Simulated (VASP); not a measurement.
# P in VASP: notebook

P is run at these levels: r2SCAN; tasks: single point.

All numbers are computed with VASP 6.6.1; they aren't measurements. Logs are shortened: lines on timing, memory, paths and dates and some standing lists are left out, and cuts for length are marked.

## 1. The cell of the first run

Symmetry: P6/mmm, No. 191, hexagonal system. The conventional cell has a = 4.061 Å, b = 4.061 Å, c = 2.327 Å, α = 90.00°, β = 90.00°, γ = 120.00°. P (site symmetry -6m2) has 5 P at 2.33 to 2.34 Å within 3.1 Å.

This isn't the form of P at room conditions, which is orthorhombic.

## 2. Single point, r2SCAN

Input file POSCAR:

```
P
1.0
    4.0610238633      0.0000000000      0.0000000000
   -2.0305119316      3.5169498310      0.0000000000
    0.0000000000      0.0000000000      2.3266807718
P
2
Direct
    0.3333333333      0.6666666667      0.0000000000
    0.6666666667      0.3333333333      0.0000000000
```

Input file INCAR.step1:

```
SYSTEM = P
PREC = Accurate ; ENCUT = 520
ISMEAR = 0 ; SIGMA = 0.1
LREAL = .False. ; LASPH = .True.
NELM = 100 ; NBANDS = 12
GGA = PE ; ALGO = Normal
EDIFF = 1E-4 ; LWAVE = .True.
LCHARG = .False.
```

Input file INCAR.step2:

```
SYSTEM = P
PREC = Accurate ; ENCUT = 520
EDIFF = 1E-6 ; ISMEAR = 0
SIGMA = 0.1 ; LREAL = .False.
LASPH = .True. ; NELM = 100
ALGO = Normal ; ISIF = 2
LWAVE = .False. ; LCHARG = .False.
METAGGA = R2SCAN ; LMIXTAU = .True.
NBANDS = 12 ; ISTART = 1
```

Input file KPOINTS:

```
regular mesh
0
Gamma
  15 15 24
  0 0 0
```

Potentials or basis: VASP PAW PBE potentials, release 64 (P).

The run is started by

```
> cat potpaw_PBE.64/P/POTCAR > POTCAR
> cp INCAR.step1 INCAR
> mpirun -np 1 vasp_std > vasp.out
> cp INCAR.step2 INCAR
> mpirun -np 1 vasp_std > vasp.out
```

OUTCAR:

```text
SYSTEM = P
   PREC = Accurate
   ENCUT = 520
   EDIFF = 1E-6
   ISMEAR = 0
   LREAL = .False.
   LASPH = .True.
   NELM = 100
   ISIF = 2
   METAGGA = R2SCAN
   ISTART = 1

 ion  position               nearest neighbor table
   1  0.333  0.667  0.000-   2 2.34   2 2.34   2 2.34
   2  0.667  0.333  0.000-   1 2.34   1 2.34   1 2.34

  LATTYP: Found a hexagonal cell.
 ALAT       =     4.0610238633
 C/A-ratio  =     0.5729295986

  Lattice vectors:

 A1 = (   4.0610238633,   0.0000000000,   0.0000000000)
 A2 = (  -2.0305119316,   3.5169498310,   0.0000000000)
 A3 = (   0.0000000000,   0.0000000000,   2.3266807718)

Analysis of symmetry for initial positions (statically):
=====================================================================
 Subroutine PRICEL returns:
 Original cell was already a primitive cell.

 Routine SETGRP: Setting up the symmetry group for a
 hexagonal supercell.

 Subroutine GETGRP returns: Found 24 space group operations
 (whereof 24 operations were pure point group operations)
 out of a pool of 24 trial point group operations.

The static configuration has the point symmetry D_6h.

Analysis of symmetry for dynamics (positions and initial velocities):
=====================================================================
 Subroutine PRICEL returns:
 Original cell was already a primitive cell.

 Routine SETGRP: Setting up the symmetry group for a
 hexagonal supercell.

 Subroutine GETGRP returns: Found 24 space group operations
 (whereof 24 operations were pure point group operations)
 out of a pool of 24 trial point group operations.

The dynamic configuration has the point symmetry D_6h.

 Subroutine INISYM returns: Found 24 space group operations
 (whereof 24 operations are pure point group operations),
 and found     1 'primitive' translations

----------------------------------------------------------------------------------------

                                     Primitive cell

  volume of cell :      33.2306

  direct lattice vectors                    reciprocal lattice vectors
     4.061023863  0.000000000  0.000000000     0.246243320  0.142168647  0.000000000
    -2.030511932  3.516949831  0.000000000     0.000000000  0.284337295  0.000000000
     0.000000000  0.000000000  2.326680772     0.000000000  0.000000000  0.429796821

  length of vectors
     4.061023863  4.061023863  2.326680772     0.284337295  0.284337295  0.429796821

  position of ions in fractional coordinates (direct lattice)
     0.333333333  0.666666667  0.000000000
     0.666666667  0.333333333  0.000000000

  ion indices of the primitive-cell ions
   primitive index   ion index
                 1           1
                 2           2

----------------------------------------------------------------------------------------

 KPOINTS: regular mesh

Automatic generation of k-mesh.
 Grid dimensions read from file:
 generate k-points for:   15   15   24

 Generating k-lattice:

  Cartesian coordinates                     Fractional coordinates (reciprocal lattice)
     0.016416221  0.009477910  0.000000000     0.066666667 -0.000000000  0.000000000
     0.000000000  0.018955820  0.000000000     0.000000000  0.066666667  0.000000000
     0.000000000  0.000000000  0.017908201     0.000000000  0.000000000  0.041666667

  Length of vectors
     0.018955820  0.018955820  0.017908201

  Shift w.r.t. Gamma in fractional coordinates (k-lattice)
     0.000000000  0.000000000  0.000000000

 Subroutine IBZKPT returns following result:
 ===========================================

 Found    351 irreducible k-points:

 Following reciprocal coordinates:
            Coordinates               Weight
  0.000000  0.000000  0.000000      1.000000
  0.066667  0.000000  0.000000      6.000000
  0.133333  0.000000  0.000000      6.000000
  0.200000  0.000000  0.000000      6.000000
  0.266667  0.000000  0.000000      6.000000
  0.333333  0.000000  0.000000      6.000000
[... 16 lines left out ...]
  0.333333  0.200000  0.000000     12.000000
  0.400000  0.200000  0.000000      6.000000
 [... further k-points ...]
   k-points           NKPTS =    351   k-points in BZ     NKDIM =    351   number of bands    NBANDS=     12
   number of dos      NEDOS =    301   number of ions     NIONS =      2
   total plane-waves  NPLWV =  16200
   dimension x,y,z NGX =    30 NGY =   30 NGZ =   18
   dimension x,y,z NGXF=    60 NGYF=   60 NGZF=   36
   ions per type =               2
   NGX,Y,Z   is equivalent  to a cutoff of  12.28, 12.28, 12.86 a.u.
   NGXF,Y,Z  is equivalent  to a cutoff of  24.56, 24.56, 25.72 a.u.
 SYSTEM =  P
   PREC   = accura    normal or accurate (medium, high low for compatibility)
   ISTART =      1    job   : 0-new  1-cont  2-samecut
   ICHARG =      0    charge: 1-file 2-atom 10-const
   ISPIN  =      1    spin polarized calculation?
   LNONCOLLINEAR =      F non collinear calculations
   LSORBIT =      F    spin-orbit coupling
   LASPH  =      T    aspherical Exc in radial PAW
   ENCUT  =  520.0 eV  38.22 Ry    6.18 a.u.   7.55  7.55  4.33*2*pi/ulx,y,z
   NELM   =    100;   NELMIN=  2; NELMDL=  0     # of ELM steps
   EDIFF  = 0.1E-05   stopping-criterion for ELM
   LREAL  =      F    real-space projection
   EDIFFG = 0.1E-04   stopping-criterion for IOM
   NSW    =      0    number of steps for IOM
   IBRION =     -1    ionic relax: 0-MD 1-quasi-New 2-CG
   NFREE  =      0    steps in history (QN), initial steepest desc. (CG)
   ISIF   =      2    stress and relaxation
   ISYM   =      2    0-nonsym 1-usesym 2-fastsym
   POTIM  = 0.5000    time-step for ionic-motion
   TEBEG  =    0.0;   TEEND  =   0.0 temperature during run
   PSTRESS=    0.0 pullay stress
   NELECT =      10.0000    total number of electrons
   NUPDOWN=      -1.0000    fix difference up-down
   EMIN   =  10.00;   EMAX   =-10.00  energy-range for DOS
   EFERMI =   0.00;   METHOD = LEGACY
   ISMEAR =     0;   SIGMA  =   0.10  broadening in eV -4-tet -1-fermi 0-gaus
   EFERMI_NEDOS =   21; number of points for ismear=-14 and -15
   IALGO  =     38    algorithm
   IMIX   =      4    mixing-type and parameters
     AMIX     =   0.40;   BMIX     =  1.00
     AMIX_MAG =   1.60;   BMIX_MAG =  1.00
  volume/ion in A,a.u.               =      16.62       112.13
  Fermi-wavevector in a.u.,A,eV,Ry     =   1.097056  2.073135 16.375035  1.203531
  Thomas-Fermi vector in A             =   2.233409
   LORBIT       =      0    0 simple, 1 ext, 2 COOP (PROOUT), +10 PAW based schemes
   METAGGA = R2SCAN    functional components
   LHFCALC =     F    Hartree Fock is set to
   AEXX    =    0.0000 exact exchange contribution
   IVDW    =     0    specifies the selected vdW correction
   LEPSILON=     F    determine dielectric tensor
   LRPA    =     F    only Hartree local field effects (RPA)
 non-spin polarized calculation
 Gauss-broadening in eV      SIGMA  =   0.10
  energy-cutoff  :      520.00
  volume of cell :       33.23
 maximum number of plane-waves:       915
   NGX = 15   NGY = 15   NGZ =  9

 number of electron       9.9999999 magnetization

 Free energy of the ion-electron system (eV)
  ---------------------------------------------------
  ext. energy  EPLUGINS =         0.00000000
  ---------------------------------------------------
  free energy    TOTEN  =       -17.28089745 eV

  energy without entropy =      -17.27709730  energy(sigma->0) =      -17.27899737

 E-fermi :   8.4186     XC(G=0): -10.9658

 val. band max:        8.4143452593   @ k =   0.3333   0.2000   0.0833
 cond. band min:       8.4301611856   @ k =   0.0667   0.0667   0.4167
 fundamental gap:      0.0158159262
 Fermi energy:         8.4185861461

 k-point     1 :       0.0000    0.0000    0.0000
  band No.  band energies     occupation
      1      -9.2832      2.00000
      2      -0.7905      2.00000
      3       1.5948      2.00000
      4       1.5948      2.00000
      5       6.8372      2.00000
      6       6.8372      2.00000
      7      12.6949      0.00000
      8      15.4819      0.00000
      9      18.2966      0.00000
     10      20.7988      0.00000
     11      25.4160      0.00000
     12      25.4160      0.00000

 k-point     2 :       0.0667    0.0000    0.0000
  band No.  band energies     occupation
      1      -9.2396      2.00000
      2      -1.1659      2.00000
      3       1.5299      2.00000
      4       1.9412      2.00000
      5       6.8131      2.00000
      6       6.9969      2.00000
      7      12.9276      0.00000
      8      15.5154      0.00000
      9      18.2510      0.00000
     10      20.6951      0.00000
     11      24.2889      0.00000
     12      24.3361      0.00000

 k-point     3 :       0.1333    0.0000    0.0000
  band No.  band energies     occupation
      1      -9.1099      2.00000
      2      -1.9424      2.00000
      3       1.3603      2.00000
      4       2.5971      2.00000
      5       6.8195      2.00000
      6       7.4496      2.00000
      7      13.5765      0.00000
      8      15.6152      0.00000
      9      18.0699      0.00000
     10      20.4092      0.00000
     11      22.7422      0.00000
     12      23.1171      0.00000
[... 286 lines left out ...]
 k-point    23 :       0.3333    0.2000    0.0000
  band No.  band energies     occupation
      1      -7.4131      2.00000
      2      -5.7256      2.00000
      3      -0.2681      2.00000
      4       5.4131      2.00000
      5       8.3061      1.88836
      6      12.1972      0.00000
      7      13.2113      0.00000
      8      16.8848      0.00000
      9      17.5696      0.00000
     10      18.1435      0.00000
     11      18.8692      0.00000
     12      21.3855      0.00000

 k-point    24 :       0.4000    0.2000    0.0000
  band No.  band energies     occupation
      1      -7.2090      2.00000
      2      -5.9824      2.00000
      3      -0.3288      2.00000
      4       5.4502      2.00000
      5       8.7199      0.00002
      6      11.6365      0.00000
      7      13.7330      0.00000
      8      17.0298      0.00000
      9      17.0898      0.00000
     10      17.9670      0.00000
     11      19.0441      0.00000
     12      21.6618      0.00000

 [... further k-points ...]
[... 5 lines left out ...]
  --------------------------------------------------------------------------------------
  -------------------------------------------------------------------------------------
  Total       -0.0889580     -0.0889580     -0.1327849     -0.0000000      0.0000000      0.0000000
  in kB       -4.2890097     -4.2890097     -6.4020753     -0.0000000      0.0000000      0.0000000
  external PRESSURE =      -4.9933649 kB  Pullay stress =       0.0000000 kB

 VOLUME and BASIS-vectors are now :
 -----------------------------------------------------------------------------
  energy-cutoff  :      520.00
  volume of cell :       33.23
      direct lattice vectors                 reciprocal lattice vectors
     4.061023863  0.000000000  0.000000000     0.246243320  0.142168647  0.000000000
    -2.030511932  3.516949831  0.000000000     0.000000000  0.284337295  0.000000000
     0.000000000  0.000000000  2.326680772     0.000000000  0.000000000  0.429796821

 POSITION                                       TOTAL-FORCE (eV/Angst)
 -----------------------------------------------------------------------------------
     -0.00000      2.34463      0.00000        -0.000000     -0.000000      0.000000
      2.03051      1.17232      0.00000         0.000000      0.000000      0.000000
 -----------------------------------------------------------------------------------
    total drift:                               -0.000000      0.000000      0.000000

  FREE ENERGIE OF THE ION-ELECTRON SYSTEM (eV)
  ---------------------------------------------------
  free  energy   TOTEN  =       -17.2808974473 eV

  energy  without entropy=      -17.2770972988  energy(sigma->0) =      -17.27899737
```

Wall time 4 min (1 thread of Intel Xeon 6975P-C (Granite Rapids), shared host); peak memory 0.22 GiB.

Results:

| Quantity | Value |
| --- | --- |
| Free energy | -17.2809 eV |
| Pressure | -0.5 GPa |
| Band gap on the k mesh | zero (bands 5 and 6 overlap by 3.59 eV) |

Levels at points of the mesh, in eV from the Fermi level:
```csv
k point,band 2,band 3,band 4,band 5,band 6,band 7,band 8,band 9
"(0.00, 0.00, 0.00)",-9.21,-6.82,-6.82,-1.58,-1.58,4.28,7.06,9.88
"(0.00, 0.00, 0.50)",-9.53,-3.69,-2.96,-2.96,-1.61,2.70,2.70,4.12
```

Caveat: the PAW data sets were made with another functional, which shifts forces and pressure a little.

## 3. Single point, r2SCAN

This run uses another cell than the first one: it holds 4 atoms, not 2.

Input file POSCAR:

```
P
1.0
    4.0398790454      0.0000000000      0.0000000000
   -2.0199395227      3.4986378815      0.0000000000
    0.0000000000      0.0000000000      4.7187503401
P
4
Direct
    0.3333333333      0.6666666667      0.4997572834
    0.6666666667      0.3333333333      0.9997572834
    0.6666666667      0.3333333333      0.5002427166
    0.3333333333      0.6666666667      0.0002427166
```

Input file INCAR.step1:

```
ALGO     = Normal         # electronic algorithm
EDIFF    = 1E-4           # SCF threshold, eV
ENCUT    = 520            # plane-wave cutoff, eV
GGA      = PE             # functional
ISMEAR   = 0              # smearing method
LASPH    = True           # aspherical terms in the spheres
LCHARG   = False          # write CHGCAR
LREAL    = False          # projectors in reciprocal space
LWAVE    = True           # write WAVECAR
NBANDS   = 18             # bands
NELM     = 100            # most SCF steps
PREC     = Accurate       # precision mode
SIGMA    = 0.1            # smearing width, eV
```

Input file INCAR.step2:

```
ALGO     = Normal         # electronic algorithm
EDIFF    = 1E-7           # SCF threshold, eV
ENCUT    = 520            # plane-wave cutoff, eV
ISIF     = 2              # what is computed and relaxed
ISMEAR   = 0              # smearing method
ISTART   = 1            
LASPH    = True           # aspherical terms in the spheres
LCHARG   = False          # write CHGCAR
LMIXTAU  = True         
LREAL    = False          # projectors in reciprocal space
LWAVE    = False          # write WAVECAR
METAGGA  = R2SCAN         # meta-GGA
NBANDS   = 18             # bands
NELM     = 100            # most SCF steps
PREC     = Accurate       # precision mode
SIGMA    = 0.1            # smearing width, eV
```

Input file KPOINTS:

```
k-points
0
Gamma
  6 6 4
```

Potentials or basis: VASP PAW PBE potentials, release 64 (P).

The run is started by

```
> cat potpaw_PBE.64/P/POTCAR > POTCAR
> cp INCAR.step1 INCAR
> mpirun -np 1 vasp_std > vasp.out
> cp INCAR.step2 INCAR
> mpirun -np 1 vasp_std > vasp.out
```

Run time: 60 s. Hardware: 1 thread of Intel Xeon 6975P-C (Granite Rapids), shared host; peak memory 0.18 GiB.

The run converged. Its results:

- Free energy: -34.6360 eV
- Pressure: -0.5 GPa
- Band gap on the k mesh: zero (bands 10 and 11 overlap by 2.01 eV)

Forces in eV/Å, atoms in the order of the input:
```
P    0.000  0.000  0.003
P    0.000  0.000  0.003
P    0.000  0.000 -0.003
P    0.000  0.000 -0.003
```

Stress tensor (GPa, compression positive):
```
-0.35  0.00  0.00
 0.00 -0.35  0.00
 0.00  0.00 -0.73
```

Levels at points of the mesh, in eV from the Fermi level:
| k point | band 6 | band 7 | band 8 | band 9 | band 10 | band 11 | band 12 | band 13 | band 14 | band 15 |
| --- | --- | --- | --- | --- | --- | --- | --- | --- | --- | --- |
| (0.00, 0.00, 0.00) | -6.91 | -3.61 | -3.29 | -3.29 | -1.86 | -1.64 | -1.64 | 2.41 | 2.41 | 4.04 |
| (0.50, 0.00, 0.00) | -8.01 | -6.47 | -4.96 | -4.23 | 0.37 | 2.22 | 2.70 | 3.56 | 3.85 | 4.86 |
| (0.00, 0.00, 0.50) | -5.56 | -5.56 | -5.56 | -3.07 | -3.07 | -0.20 | -0.20 | -0.20 | -0.20 | 4.61 |
| (0.50, 0.00, 0.50) | -6.62 | -3.66 | -3.66 | -1.75 | -1.75 | 0.66 | 0.66 | 4.65 | 4.65 | 4.90 |

Caveat: the PAW data sets were made with another functional, which shifts forces and pressure a little.

The gap in the log of VASP goes by the Fermi energy; the results here count the filled bands.